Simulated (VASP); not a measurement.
Wanted: the native input for a VASP 6.6.1 run.

- Task: relaxation of cell and atoms
- Functional: PBEsol
- Dispersion: D3(BJ)
- Potentials or basis: VASP PAW PBE potentials, release 64 (Ba_sv, Ti_sv, O)
- Cutoff: 600 eV
- k mesh: 7 × 7 × 7
- Occupations: fermi-dirac, width 0.05 eV
- Spin: no spin polarisation
- Dipole correction: no
- Further INCAR settings: ALGO = Normal; EDIFF = 1e-06; IBRION = 2; EDIFFG = -0.01; NSW = 60; ISIF = 3

The structure of BaTiO3 (Barioperovskite) lies in POSCAR:

```
BaTiO3
1.0
    3.9855000000      0.0000000000      0.0000000000
    0.0000000000      2.8369000000      2.8451500000
    0.0000000000     -2.8369000000      2.8451500000
Ba Ti O
1 1 3
Direct
    0.0000000000      0.0000000000      0.0000000000
    0.5000000000      0.5124000000      0.5124000000
    0.5000000000      0.9918400000      0.5052400000
    0.5000000000      0.5052400000      0.9918400000
    0.0000000000      0.4874000000      0.4874000000
```

The input as run:

INCAR

```
ALGO = Normal ; EDIFF = 1E-6
EDIFFG = -0.01 ; ENCUT = 600
GGA = PS ; IBRION = 2
ISIF = 3 ; ISMEAR = -1
IVDW = 12 ; LASPH = T
LCHARG = F ; LREAL = F
LWAVE = F ; NELM = 60
NSW = 60 ; PREC = Accurate
SIGMA = 0.05
```

KPOINTS

```
k-points
0
Gamma
  7 7 7
```

Potentials or basis: VASP PAW PBE potentials, release 64 (Ba_sv, Ti_sv, O).

Launch:

```bash
$ cat potpaw_PBE.64/Ba_sv/POTCAR potpaw_PBE.64/Ti_sv/POTCAR potpaw_PBE.64/O/POTCAR > POTCAR
$ mpirun -np 1 vasp_std > vasp.out
```

It gave:

```json
{
 "Relaxed volume": "12.48 Å³/atom",
 "Relaxed cell": "a = 3.948 Å, b = 3.975 Å, c = 3.975 Å, α = 89.90°, β = 90.00°, γ = 90.00°",
 "Space group after relaxing (to 0.05 Å)": "Amm2 (No. 38)",
 "Energy gained by relaxing": "10.8 meV/atom",
 "Ionic steps": "11",
 "Pressure after relaxing": "0.0 GPa",
 "Largest force after relaxing": "0.009 eV/Å",
 "Band gap on the k mesh": "2.04 eV, indirect (least direct gap 2.20 eV)",
 "Dispersion energy per atom": "-0.272 eV"
}
```

Caveat: the PAW data sets were made with another functional, which shifts forces and pressure a little; spin-orbit coupling is left out, which moves the levels of the heavy elements.

Wall time 18 min on 1 thread of AMD EPYC 7R13, with other jobs on the host, peak memory 0.26 GiB.
